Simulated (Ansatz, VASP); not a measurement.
## Two plane-wave programs on ZnHg

The input INCAR:

```
PREC = Accurate
ENCUT = 500
EDIFF = 1E-7
ISMEAR = 0
SIGMA = 0.1
LREAL = F
LASPH = T
NELM = 120
ALGO = Normal
ISIF = 3
LWAVE = F
LCHARG = F
GGA = PE
IBRION = 2
NSW = 100
EDIFFG = -0.005
GGA_COMPAT = F
NELMIN = 4
```

File KPOINTS:

```
Automatic mesh
0
Gamma
  15 15 8
```

Contents of POSCAR:

```
ZnHg
1.0
    3.3527762640      0.0000000000      0.0000000000
   -1.6763881320      2.9035894178      0.0000000000
    0.0000000000      0.0000000000      5.3147121137
Zn Hg
1 1
Direct
    0.6666666667      0.3333333333      0.5000000000
    0.3333333333      0.6666666667      0.0000000000
```

Input for Ansatz:

```yaml
crystal:
  lattice:
    - [3.352776264, 0.0, 0.0]
    - [-1.676388132, 2.9035894178, 0.0]
    - [0.0, 0.0, 5.3147121137]
  atoms:
    - { symbol: Zn, position: [0.6666666667, 0.3333333333, 0.5] }
    - { symbol: Hg, position: [0.3333333333, 0.6666666667, 0.0] }
basis:
  ecutwfc: 420
kpoints:
  mp_grid: { grid: [15, 15, 8] }
hamiltonian:
  xc: pbe
scf:
  occupations: { method: gaussian, width: 0.1 }
output:
  forces: true
  stress: true
  eigenvalues: true
relax:
  adjacent_minimum: "off"
  f_tol: 0.005
  max_steps: 80
  cell: { stress_tol: 0.05 }
```

Alike in both runs: task relaxation of cell and atoms; functional PBE; k mesh 15 × 15 × 8; occupations gaussian, width 0.1 eV; no spin polarisation.

|  | VASP | Ansatz |
| --- | --- | --- |
| version | VASP 6.6.1 | Ansatz 0.2.0 |
| potentials or method | VASP PAW PBE potentials, release 64 (Zn, Hg), cutoff 500 eV | scalar-relativistic, plane waves, PAW |
| valence electrons in the cell | 24 | 32 |

|  | VASP | Ansatz | Ansatz less VASP |
| --- | --- | --- | --- |
| gap on the k mesh at the Fermi level, each at its own relaxed structure (eV) | none | none | - |
| relaxed volume (Å³/atom) | 21.07 | 20.94 | -0.129 |
| relaxed cell length with the largest relative difference (Å) | 3.385 | 3.377 | -0.0076 |

A gap of «none» marks a metal or a gap that the smearing closes. VASP's potentials hold 24 valence electrons a cell and Ansatz's 32, so a difference there can come from the potentials and not from the codes.

Spin-orbit coupling is off throughout. Noted on VASP's run: the volume moved by over 15 % at a fixed basis, so the end points are rough.
